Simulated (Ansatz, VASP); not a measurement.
## Two plane-wave programs on CdF2

The input POSCAR:

```
CdF2
1.0
    0.0000000000      2.6940000000      2.6940000000
    2.6940000000      0.0000000000      2.6940000000
    2.6940000000      2.6940000000      0.0000000000
Cd F
1 2
Direct
    0.0000000000      0.0000000000      0.0000000000
    0.7500000000      0.7500000000      0.7500000000
    0.2500000000      0.2500000000      0.2500000000
```

Contents of INCAR.step1:

```
  PREC = Accurate
  ENCUT = 520
  ISMEAR = -1
  SIGMA = 0.05
  LREAL = False
  LASPH = True
  NELM = 150
  MAGMOM = 0 0 0 0 0 0 0 0 0
  LSORBIT = True
  GGA_COMPAT = False
  NBANDS = 39
  GGA = PE
  ALGO = Normal
  EDIFF = 1E-4
  LWAVE = True
  LCHARG = False
```

The input INCAR.step2:

```
  PREC = Accurate
  ENCUT = 520
  EDIFF = 1E-6
  ISMEAR = -1
  SIGMA = 0.05
  LREAL = False
  LASPH = True
  NELM = 150
  ALGO = Normal
  ISIF = 2
  LWAVE = False
  LCHARG = False
  MAGMOM = 0 0 0 0 0 0 0 0 0
  LORBIT = 11
  LSORBIT = True
  GGA_COMPAT = False
  LORBMOM = True
  METAGGA = R2SCAN
  LMIXTAU = True
  NBANDS = 39
  ISTART = 1
```

The input KPOINTS:

```
regular mesh
0
Gamma
  7 7 7
```

The input input.yaml:

```yaml
crystal:
  lattice:
    - [0.0, 2.694, 2.694]
    - [2.694, 0.0, 2.694]
    - [2.694, 2.694, 0.0]
  atoms:
    - { symbol: Cd, position: [0.0, 0.0, 0.0] }
    - { symbol: F, position: [0.75, 0.75, 0.75] }
    - { symbol: F, position: [0.25, 0.25, 0.25] }
hamiltonian:
  xc: r2scan
  pseudopotentials: { kind: paw_fr }
magnetization:
  noncollinear: true
  spin_orbit: true
kpoints:
  mp_grid: { grid: [7, 7, 7] }
  band_path:
    path:
      - [[0.0, 0.0, 0.0], [0.5, 0.0, 0.5], [0.5, 0.25, 0.75], [0.375, 0.375, 0.75], [0.0, 0.0, 0.0], [0.5, 0.5, 0.5], [0.625, 0.25, 0.625], [0.5, 0.25, 0.75], [0.5, 0.5, 0.5], [0.375, 0.375, 0.75]]
      - [[0.625, 0.25, 0.625], [0.5, 0.0, 0.5]]
    npoints: 14
scf:
  occupations: { method: fermi_dirac, width: 0.05 }
  n_extra_bands: 7
output:
  forces: true
  stress: true
  eigenvalues: true
  fatbands: true
  write_density: true
  write_potential: true
  elf: true
  volumetric_format: npy
```

Alike in both runs: functional r2SCAN; k mesh 7 × 7 × 7; occupations fermi-dirac, width 0.05 eV; non-collinear spin, spin-orbit coupling.

```csv
,VASP,Ansatz
version,VASP 6.6.1,Ansatz 0.2.0
potentials or method,"VASP PAW PBE potentials, release 64 (Cd, F)",Ansatz PAW
plane-wave cutoff (eV),520,500
valence electrons in the cell,26,34
task,single point,band structure
```

```tsv
	VASP	Ansatz	Ansatz less VASP
pressure (GPa)	1.0	0.0	-0.98
net moment per atom (μB)	0.00	0.00	0.000
```

VASP's potentials were made for PBE, not for r2SCAN. With one functional, cell and mesh, what is left measures potentials, basis and numerics. VASP's potentials hold 26 valence electrons a cell and Ansatz's 34, so a difference there can come from the potentials and not from the codes.

Noted on Ansatz's run: the k mesh misses the band edges, so the gap on the mesh is wider than the one along the path.
